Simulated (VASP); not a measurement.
# H in VASP: notebook

H is run at these levels: PBE; tasks: single point.

All numbers are computed with VASP 6.6.1; they aren't measurements. Logs are shortened: lines on timing, memory, paths and dates and some standing lists are left out, and cuts for length are marked.

## 1. The cell of the first run

The cell holds an amorphous packing of atoms, 24 atoms: a = 6.604 Å, b = 6.604 Å, c = 6.604 Å, α = 90.00°, β = 90.00°, γ = 90.00°.

## 2. Single point, PBE

File INCAR:

```
SYSTEM = H
  PREC = Accurate
  ENCUT = 520
  EDIFF = 1E-6
  ISMEAR = -1
  SIGMA = 0.02
  LREAL = Auto
  LASPH = .TRUE.
  NELM = 80
  ALGO = Normal
  ISIF = 2
  LWAVE = .FALSE.
  LCHARG = .FALSE.
  GGA = PE
  NBANDS = 30
```

File KPOINTS:

```
Automatic mesh
0
G
  1 1 1
  0 0 0
```

File POSCAR:

```
H
1.0
    6.6038540000      0.0000000000      0.0000000000
    0.0000000000      6.6038540000      0.0000000000
    0.0000000000      0.0000000000      6.6038540000
H
24
Direct
    0.8690985597      0.7604044547      0.8592255371
    0.9664508028      0.7384324366      0.7995179784
    0.2983409385      0.8298336093      1.0068665964
    0.3100462245      0.7220934927      1.0454046985
    1.1108210448      0.4252062508      0.6589485473
    1.2131097992      0.4822032710      0.6748180684
    0.9137543017      0.1300149882      0.9640128325
    0.8428260225      0.2026241040      0.8972033603
    0.3378481717      1.1896992271      0.0578601526
    0.3113333517      1.0916352784      0.1051355769
    0.6131268196      0.4632900727      0.0865100894
    0.6075694587      0.5485887483      0.0163389439
    0.5149568722      0.6148530843      0.6759991968
    0.4722999630      0.6795880103      0.7539991042
   -0.0575421564      0.4273110823      0.1151903116
    0.0397646586      0.4930757100      0.1350120702
    0.4788870257      1.0766288897      0.6609625228
    0.5675170893      1.0000978217      0.6834948198
    0.6551325938      0.7712466084      0.3318819586
    0.6953515326      0.8772604603      0.3272785861
    1.0998426071      0.0001211414      0.5378828787
    1.1875338249     -0.0310879072      0.4801590102
    0.5003290503      0.3218272239      0.3725248923
    0.5001019102      0.4303547595      0.4277956478
```

Potentials or basis: VASP PAW PBE potentials, release 64 (H).

The run is started by

```bash
$ cat potpaw_PBE.64/H/POTCAR > POTCAR
$ mpirun -np 1 vasp_gam > vasp.out
```

OUTCAR:

```text
SYSTEM = H
   PREC = Accurate
   ENCUT = 520
   EDIFF = 1E-6
   ISMEAR = -1
   LREAL = Auto
   LASPH = .TRUE.
   NELM = 80
   ISIF = 2
   GGA = PE

 ion  position               nearest neighbor table
   1  0.869  0.760  0.859-   2 0.77
   2  0.966  0.738  0.800-   1 0.77
   3  0.298  0.830  0.007-   4 0.76
   4  0.310  0.722  0.045-   3 0.76
   5  0.111  0.425  0.659-   6 0.78
   6  0.213  0.482  0.675-   5 0.78
[... 16 lines left out ...]
  23  0.500  0.322  0.373-  24 0.80
  24  0.500  0.430  0.428-  23 0.80

  LATTYP: Found a simple cubic cell.
 ALAT       =     6.6038540000

  Lattice vectors:

 A1 = (   6.6038540000,   0.0000000000,   0.0000000000)
 A2 = (   0.0000000000,   6.6038540000,   0.0000000000)
 A3 = (   0.0000000000,   0.0000000000,   6.6038540000)

Analysis of symmetry for initial positions (statically):
=====================================================================
 Subroutine PRICEL returns:
 Original cell was already a primitive cell.

 Routine SETGRP: Setting up the symmetry group for a
 simple cubic supercell.

 Subroutine GETGRP returns: Found  1 space group operations
 (whereof  1 operations were pure point group operations)
 out of a pool of 48 trial point group operations.

The static configuration has the point symmetry C_1 .

Analysis of symmetry for dynamics (positions and initial velocities):
=====================================================================
 Subroutine PRICEL returns:
 Original cell was already a primitive cell.

 Routine SETGRP: Setting up the symmetry group for a
 simple cubic supercell.

 Subroutine GETGRP returns: Found  1 space group operations
 (whereof  1 operations were pure point group operations)
 out of a pool of 48 trial point group operations.

The dynamic configuration has the point symmetry C_1 .

 Subroutine INISYM returns: Found  1 space group operations
 (whereof  1 operations are pure point group operations),
 and found     1 'primitive' translations

----------------------------------------------------------------------------------------

                                     Primitive cell

  volume of cell :     287.9999

  direct lattice vectors                    reciprocal lattice vectors
     6.603854000  0.000000000  0.000000000     0.151426727  0.000000000  0.000000000
     0.000000000  6.603854000  0.000000000     0.000000000  0.151426727  0.000000000
     0.000000000  0.000000000  6.603854000     0.000000000  0.000000000  0.151426727

  length of vectors
     6.603854000  6.603854000  6.603854000     0.151426727  0.151426727  0.151426727

  position of ions in fractional coordinates (direct lattice)
     0.869098560  0.760404455  0.859225537
     0.966450803  0.738432437  0.799517978
     0.298340938  0.829833609  0.006866596
     0.310046224  0.722093493  0.045404699
     0.110821045  0.425206251  0.658948547
     0.213109799  0.482203271  0.674818068
[... 16 lines left out ...]
     0.500329050  0.321827224  0.372524892
     0.500101910  0.430354759  0.427795648

  ion indices of the primitive-cell ions
   primitive index   ion index
                 1           1
                 2           2
                 3           3
                 4           4
                 5           5
                 6           6
[... 16 lines left out ...]
                23          23
                24          24

----------------------------------------------------------------------------------------

 KPOINTS: Automatic mesh

Automatic generation of k-mesh.
 Grid dimensions read from file:
 generate k-points for:    1    1    1

 Generating k-lattice:

  Cartesian coordinates                     Fractional coordinates (reciprocal lattice)
     0.151426727  0.000000000  0.000000000     1.000000000  0.000000000  0.000000000
     0.000000000  0.151426727  0.000000000     0.000000000  1.000000000  0.000000000
     0.000000000  0.000000000  0.151426727     0.000000000  0.000000000  1.000000000

  Length of vectors
     0.151426727  0.151426727  0.151426727

  Shift w.r.t. Gamma in fractional coordinates (k-lattice)
     0.000000000  0.000000000  0.000000000

 Subroutine IBZKPT returns following result:
 ===========================================

 Found      1 irreducible k-points:

 Following reciprocal coordinates:
            Coordinates               Weight
  0.000000  0.000000  0.000000      1.000000
   k-points           NKPTS =      1   k-points in BZ     NKDIM =      1   number of bands    NBANDS=     30
   number of dos      NEDOS =    301   number of ions     NIONS =     24
   total plane-waves  NPLWV = 125000
   dimension x,y,z NGX =    50 NGY =   50 NGZ =   50
   dimension x,y,z NGXF=   100 NGYF=  100 NGZF=  100
   ions per type =              24
   NGX,Y,Z   is equivalent  to a cutoff of  12.59, 12.59, 12.59 a.u.
   NGXF,Y,Z  is equivalent  to a cutoff of  25.17, 25.17, 25.17 a.u.
 SYSTEM =  H
   PREC   = accura    normal or accurate (medium, high low for compatibility)
   ISTART =      0    job   : 0-new  1-cont  2-samecut
   ICHARG =      2    charge: 1-file 2-atom 10-const
   ISPIN  =      1    spin polarized calculation?
   LNONCOLLINEAR =      F non collinear calculations
   LSORBIT =      F    spin-orbit coupling
   LASPH  =      T    aspherical Exc in radial PAW
   ENCUT  =  520.0 eV  38.22 Ry    6.18 a.u.  12.28 12.28 12.28*2*pi/ulx,y,z
   NELM   =     80;   NELMIN=  2; NELMDL= -5     # of ELM steps
   EDIFF  = 0.1E-05   stopping-criterion for ELM
   LREAL  =      T    real-space projection
   EDIFFG = 0.1E-04   stopping-criterion for IOM
   NSW    =      0    number of steps for IOM
   IBRION =     -1    ionic relax: 0-MD 1-quasi-New 2-CG
   NFREE  =      0    steps in history (QN), initial steepest desc. (CG)
   ISIF   =      2    stress and relaxation
   ISYM   =      2    0-nonsym 1-usesym 2-fastsym
   POTIM  = 0.5000    time-step for ionic-motion
   TEBEG  =    0.0;   TEEND  =   0.0 temperature during run
   PSTRESS=    0.0 pullay stress
   NELECT =      24.0000    total number of electrons
   NUPDOWN=      -1.0000    fix difference up-down
   EMIN   =  10.00;   EMAX   =-10.00  energy-range for DOS
   EFERMI =   0.00;   METHOD = LEGACY
   ISMEAR =    -1;   SIGMA  =   0.02  broadening in eV -4-tet -1-fermi 0-gaus
   EFERMI_NEDOS =   21; number of points for ismear=-14 and -15
   IALGO  =     38    algorithm
   IMIX   =      4    mixing-type and parameters
     AMIX     =   0.40;   BMIX     =  1.00
     AMIX_MAG =   1.60;   BMIX_MAG =  1.00
  volume/ion in A,a.u.               =      12.00        80.98
  Fermi-wavevector in a.u.,A,eV,Ry     =   0.715069  1.351284  6.956976  0.511323
  Thomas-Fermi vector in A             =   1.803133
   LORBIT       =      0    0 simple, 1 ext, 2 COOP (PROOUT), +10 PAW based schemes
   GGA     = PE    functional components
   LHFCALC =     F    Hartree Fock is set to
   AEXX    =    0.0000 exact exchange contribution
   IVDW    =     0    specifies the selected vdW correction
   LEPSILON=     F    determine dielectric tensor
   LRPA    =     F    only Hartree local field effects (RPA)
 non-spin polarized calculation
  energy-cutoff  :      520.00
  volume of cell :      288.00
 maximum number of plane-waves:      3905
 NGX is ok and might be reduce to    50
   NGX = 25   NGY = 25   NGZ = 25

 number of electron      23.9999998 magnetization

 Free energy of the ion-electron system (eV)
  ---------------------------------------------------
  ext. energy  EPLUGINS =         0.00000000
  ---------------------------------------------------
  free energy    TOTEN  =       -80.70837614 eV

  energy without entropy =      -80.70837614  energy(sigma->0) =      -80.70837614

 E-fermi :  -7.4627     XC(G=0):  -5.2163

 val. band max:       -7.9775647401   @ k =   0.0000   0.0000   0.0000
 cond. band min:       0.8972598173   @ k =   0.0000   0.0000   0.0000
 fundamental gap:      8.8748245574
 Fermi energy:        -7.4627336473

 k-point     1 :       0.0000    0.0000    0.0000
  band No.  band energies     occupation
      1     -10.9196      2.00000
      2      -9.5698      2.00000
      3      -9.4151      2.00000
      4      -9.3644      2.00000
      5      -9.1990      2.00000
      6      -8.9416      2.00000
[... 16 lines left out ...]
     23       3.6808      0.00000
     24       4.0394      0.00000
 [bands above 24 left out]

------------------------ aborting loop because EDIFF is reached ----------------------------------------

  FORCE on cell =-STRESS in cart. coord.  units (eV):
  Direction    XX          YY          ZZ          XY          YZ          ZX
  --------------------------------------------------------------------------------------
  -------------------------------------------------------------------------------------
  Total       -0.4973035      0.1951323      1.1613039      0.1342261      0.3125455     -1.0104245
  in kB       -2.7665574      1.0855440      6.4604696      0.7467155      1.7387274     -5.6211096
  external PRESSURE =       1.5931520 kB  Pullay stress =       0.0000000 kB

 VOLUME and BASIS-vectors are now :
 -----------------------------------------------------------------------------
  energy-cutoff  :      520.00
  volume of cell :      288.00
      direct lattice vectors                 reciprocal lattice vectors
     6.603854000  0.000000000  0.000000000     0.151426727  0.000000000  0.000000000
     0.000000000  6.603854000  0.000000000     0.000000000  0.151426727  0.000000000
     0.000000000  0.000000000  6.603854000     0.000000000  0.000000000  0.151426727

 POSITION                                       TOTAL-FORCE (eV/Angst)
 -----------------------------------------------------------------------------------
      5.73940      5.02160      5.67420         0.525813     -0.095830     -0.343535
      6.38230      4.87650      5.27990        -0.570559      0.125610      0.316310
      1.97020      5.48010      0.04535         0.001812     -0.449507      0.126311
      2.04750      4.76860      0.29985        -0.068702      0.302606     -0.077173
      0.73185      2.80800      4.35160         0.846383      0.449410      0.145361
      1.40735      3.18440      4.45640        -0.915700     -0.532921     -0.131979
[... 16 lines left out ...]
      3.30410      2.12530      2.46010        -0.011807      1.427301      0.767512
      3.30260      2.84200      2.82510         0.000757     -1.438438     -0.699331
 -----------------------------------------------------------------------------------
    total drift:                               -0.000399      0.000345     -0.000550

  FREE ENERGIE OF THE ION-ELECTRON SYSTEM (eV)
  ---------------------------------------------------
  free  energy   TOTEN  =       -80.7083761446 eV

  energy  without entropy=      -80.7083761446  energy(sigma->0) =      -80.70837614
```

It took 19 s on 1 thread of AMD EPYC 7R43 (Zen 3), shared host; peak memory 0.27 GiB.

What came out:

```yaml
Free_energy: -80.7084 eV
Pressure: 0.2 GPa
Largest_force: 1.621 eV/Å
Band_gap_on_the_k_mesh: 8.87 eV
```

Forces in eV/Å, atoms in the order of the input:
```
H    0.526 -0.096 -0.344
H   -0.571  0.126  0.316
H    0.002 -0.450  0.126
H   -0.069  0.303 -0.077
H    0.846  0.449  0.145
H   -0.916 -0.533 -0.132
H   -0.954  0.898 -0.925
H    0.894 -1.026  0.837
H    0.066  0.312 -0.122
H   -0.051 -0.124  0.166
H   -0.014 -0.526  0.411
H   -0.047  0.486 -0.463
H    0.389 -0.487 -0.639
H   -0.281  0.473  0.506
H    1.105  0.718  0.270
H   -0.943 -0.608 -0.118
H    0.925 -0.732  0.252
H   -0.888  0.834 -0.218
H    0.033  0.030 -0.025
H    0.005 -0.023  0.006
H   -0.779  0.263  0.479
H    0.732 -0.276 -0.520
H   -0.012  1.427  0.768
H    0.001 -1.438 -0.699
```

Levels at points of the mesh, in eV from the valence-band top:
```
           k point  band 10  band 11  band 12  band 13  band 14  band 15
(0.00, 0.00, 0.00)    -0.22    -0.12     0.00     8.87     9.02     9.15
```

Caveat: the k points lie up to 0.95 Å⁻¹ apart.

## 3. Single point, PBE

File INCAR:

```
ALGO = Normal ; EDIFF = 1E-6
ENCUT = 520 ; GGA = PE
ISIF = 2 ; ISMEAR = -1
LASPH = T ; LCHARG = F
LREAL = Auto ; LWAVE = F
NBANDS = 30 ; NELM = 80
PREC = Accurate ; SIGMA = 0.002
```

File KPOINTS:

```
k-points
0
Gamma
  1 1 1
```

File POSCAR:

```
H
1.0
    6.6038540000      0.0000000000      0.0000000000
    0.0000000000      6.6038540000      0.0000000000
    0.0000000000      0.0000000000      6.6038540000
H
24
Direct
    0.8633140587      0.7635389880      0.8645709006
    0.9754304078      0.7672035148      0.8378137978
    0.3431783925      0.7926432050      0.9718415943
    0.3040194408      0.7397801344      1.0635153351
    1.0792940001      0.4540530424      0.6764837624
    1.1694080457      0.4998747701      0.7369030266
    0.8881934701      0.1132520495      0.9577740513
    0.8635714842      0.1892682667      0.8594981052
    0.3872132848      1.1450586279      0.0465940040
    0.3347893518      1.2259205004      0.1095723800
    0.5943499054      0.4471479836      0.0099638787
    0.6882041911      0.4804618636     -0.0326476024
    0.4541438984      0.5749067136      0.6376730921
    0.5203930917      0.6319643045      0.7072536734
   -0.0500162481      0.4471782689      0.2234604217
   -0.0180803513      0.3683152293      0.1431436855
    0.5010407559      1.0188293079      0.7131896011
    0.4936208463      1.0710866715      0.6067971824
    0.7670823734      0.8826361092      0.2908301728
    0.6769683279      0.8641771911      0.3573973622
    1.0464646856      0.0046488005      0.6046469228
    1.0730097909      0.0309970511      0.5013587520
    0.5540703959      0.3445260904      0.3797025192
    0.5233307702      0.4618212335      0.3861684404
```

Potentials or basis: VASP PAW PBE potentials, release 64 (H).

The run is started by

```bash
$ cat potpaw_PBE.64/H/POTCAR > POTCAR
$ mpirun -np 1 vasp_gam > vasp.out
```

It took 20 s on 1 thread of AMD EPYC 7R43 (Zen 3), shared host; peak memory 0.27 GiB.

The run converged. Its results:

- Free energy: -80.6497 eV
- Pressure: 0.1 GPa
- Largest force: 2.367 eV/Å
- Band gap on the k mesh: 8.49 eV

Forces on the atoms (eV/Å):
```
H    0.411  0.024 -0.087
H   -0.497 -0.052  0.127
H    0.019  0.021 -0.060
H   -0.046 -0.052  0.117
H    0.715  0.305  0.471
H   -0.749 -0.434 -0.487
H   -0.460  1.386 -1.862
H    0.446 -1.426  1.823
H   -0.225  0.310  0.232
H    0.149 -0.303 -0.218
H   -1.110 -0.367  0.493
H    1.079  0.420 -0.481
H   -0.155 -0.073 -0.188
H    0.220  0.245  0.223
H    0.282 -0.494 -0.477
H   -0.147  0.550  0.598
H   -0.049  0.507 -1.015
H    0.067 -0.475  1.017
H   -0.026 -0.018 -0.006
H    0.020 -0.001 -0.034
H   -0.195 -0.190  0.769
H    0.234  0.220 -0.835
H   -0.400  1.462  0.016
H    0.417 -1.566 -0.136
```

Stress tensor (GPa, compression positive):
```
 0.69  0.45 -0.40
 0.45 -0.31  0.57
-0.40  0.57 -0.04
```

Levels at points of the mesh, in eV from the valence-band top:
```csv
k point,band 9,band 10,band 11,band 12,band 13,band 14,band 15,band 16
"(0.00, 0.00, 0.00)",-0.60,-0.42,-0.15,0.00,8.49,8.90,9.06,9.27
```

Caveat: the k points lie up to 0.95 Å⁻¹ apart.

## 4. Single point, PBE

File INCAR:

```
SYSTEM = H
ALGO = Normal
EDIFF = 1E-7
ENCUT = 520
GGA = PE
ISIF = 2
ISMEAR = -1
LASPH = .TRUE.
LCHARG = .FALSE.
LREAL = Auto
LWAVE = .FALSE.
NBANDS = 30
NELM = 60
PREC = Accurate
SIGMA = 0.002
```

File KPOINTS:

```
k-points
0
G
  1 1 1
  0 0 0
```

File POSCAR:

```
H
1.0
    6.6038540000      0.0000000000      0.0000000000
    0.0000000000      6.6038540000      0.0000000000
    0.0000000000      0.0000000000      6.6038540000
H
24
Direct
    0.8738836443      0.7518942726      0.9424799519
    0.9189179531      0.7879035484      0.8401154841
    0.3619553067      0.7381144404      1.0097891322
    0.3151493052      0.7906140869      1.1002968872
    1.0365462350      0.4751922135      0.6734097998
    1.0665438697      0.4939388424      0.7796507918
    0.8905254417      0.0580418646      0.8988539117
    0.8874211937      0.1716876236      0.8509424951
    0.3386658760      1.2100812647      0.1367989056
    0.4027799524      1.2215139826      0.0388409556
    0.6467889811      0.4964070980     -0.0970645323
    0.6888704687      0.4005085515     -0.0808315871
    0.4438165956      0.6194413141      0.6434878784
    0.5497093061      0.6550568804      0.6660201755
    0.0569061642      0.4192400377      0.2640124994
   -0.0574967284      0.4087461655      0.2533217724
    0.5064315474      1.0336539845      0.5984081417
    0.4387892282      1.0668921512      0.6883253324
    0.7381901538      0.9559417879      0.3096676577
    0.7993211237      0.8661003105      0.2828954123
    1.0562771376      0.0365392693      0.6241961134
    1.0092439960      0.0685811649      0.5239213344
    0.5980447175      0.3610770317      0.3905295302
    0.5260867366      0.4407123477      0.3432995339
```

The run is started by

```bash
$ cat potpaw_PBE.64/H/POTCAR > POTCAR
$ mpirun -np 1 vasp_gam > vasp.out
```

It took 22 s on 1 thread of AMD EPYC 7R43 (Zen 3), shared host; peak memory 0.28 GiB.

Results (log left out):

```
Free energy            : -80.6405 eV
Pressure               : 0.3 GPa
Largest force          : 2.114 eV/Å
Band gap on the k mesh : 8.13 eV
```

Forces in eV/Å, atoms in the order of the input:
```
H    0.300  0.203 -0.727
H   -0.335 -0.317  0.760
H   -0.128  0.122  0.239
H    0.116 -0.146 -0.218
H   -0.033 -0.127 -0.312
H    0.108  0.010  0.268
H   -0.149  1.869 -0.558
H    0.003 -1.570  0.878
H    0.452  0.061 -0.811
H   -0.548 -0.106  0.754
H   -0.764  1.811 -0.239
H    0.859 -1.893  0.385
H    0.148  0.123  0.023
H   -0.253  0.012 -0.087
H   -0.453 -0.041 -0.061
H    0.460  0.052  0.022
H   -0.504  0.269  0.684
H    0.525 -0.225 -0.674
H   -0.220  0.282  0.050
H    0.183 -0.282 -0.079
H   -0.127  0.122 -0.577
H    0.301 -0.203  0.277
H   -0.545  0.588 -0.339
H    0.604 -0.613  0.340
```

Stress tensor (GPa, compression positive):
```
 0.12 -0.31  0.26
-0.31  0.91  0.64
 0.26  0.64  0.01
```

Levels at points of the mesh, in eV from the valence-band top:
```tsv
k point	band 8	band 9	band 10	band 11	band 12	band 13	band 14	band 15	band 16	band 17
(0.00, 0.00, 0.00)	-0.98	-0.92	-0.80	-0.43	0.00	8.13	8.59	9.07	9.24	9.41
```

Caveat: the k points lie up to 0.95 Å⁻¹ apart.

(Continued in part 2 of 2.)
